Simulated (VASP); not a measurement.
The system is TaSi3.

```xyz
4
Lattice="2.6712 0.0000 0.0000 0.0000 2.6712 0.0000 0.0000 0.0000 8.7924" Properties=species:S:1:pos:R:3 pbc="T T T"
Ta    0.0000    0.0000    0.0000
Si    1.3356    1.3356    6.4561
Si    0.0000    0.0000    4.3962
Si    1.3356    1.3356    2.3364
```

* Program: VASP 6.6.1
* Task: relaxation of cell and atoms
* Functional: PBE
* Potentials or basis: VASP PAW PBE potentials, release 64 (Ta_pv, Si)
* Cutoff: 600 eV
* k mesh: 6 × 6 × 2
* Occupations: gaussian, width 0.1 eV
* Spin: no spin polarisation

At the start: pressure -1.9 GPa; volume 15.68 Å³/atom.

Task: How do energy, volume and symmetry change on relaxing?

Result: Over 12 steps the energy falls by 247.6 meV/atom and the volume is 14.96 Å³/atom (-4.6 %); space group P4/mmm (No. 123, to 0.05 Å).

The path:
```
step  energy change (eV)  largest force (eV/Å)  pressure (GPa)  volume (Å³)
   1              0.0000                1.0948           -1.91        62.74
   2             -0.6107                0.3610           -1.92        60.91
   3              0.0132                1.6561           26.86        53.81
   4             -0.9179                0.6127            6.92        57.77
   5             -0.9514                0.3210            3.57        58.66
   6             -0.9529                0.3841            4.24        58.47
   7             -0.9494                0.0167           -3.93        62.08
   8             -0.9865                0.1886            0.05        60.19
   9             -0.9865                0.1923            0.12        60.16
  10             -0.9894                0.0942           -0.13        60.15
  11             -0.9900                0.0226           -0.31        60.15
  12             -0.9903                0.0079            0.35        59.82
```

Final structure:
```cif
data_structure
_symmetry_space_group_name_H-M 'P 1'
_symmetry_Int_Tables_number 1
_cell_length_a 2.8165
_cell_length_b 2.8165
_cell_length_c 7.5415
_cell_angle_alpha 90.000
_cell_angle_beta 90.000
_cell_angle_gamma 90.000
_cell_volume 59.82
loop_
_atom_site_label
_atom_site_type_symbol
_atom_site_fract_x
_atom_site_fract_y
_atom_site_fract_z
_atom_site_occupancy
Ta1 Ta 0.00000 0.00000 0.00000 1
Si1 Si 0.50000 0.50000 0.74149 1
Si2 Si 0.00000 0.00000 0.50000 1
Si3 Si 0.50000 0.50000 0.25851 1
```

Caveat: the k points lie up to 0.42 Å⁻¹ apart in the final cell.
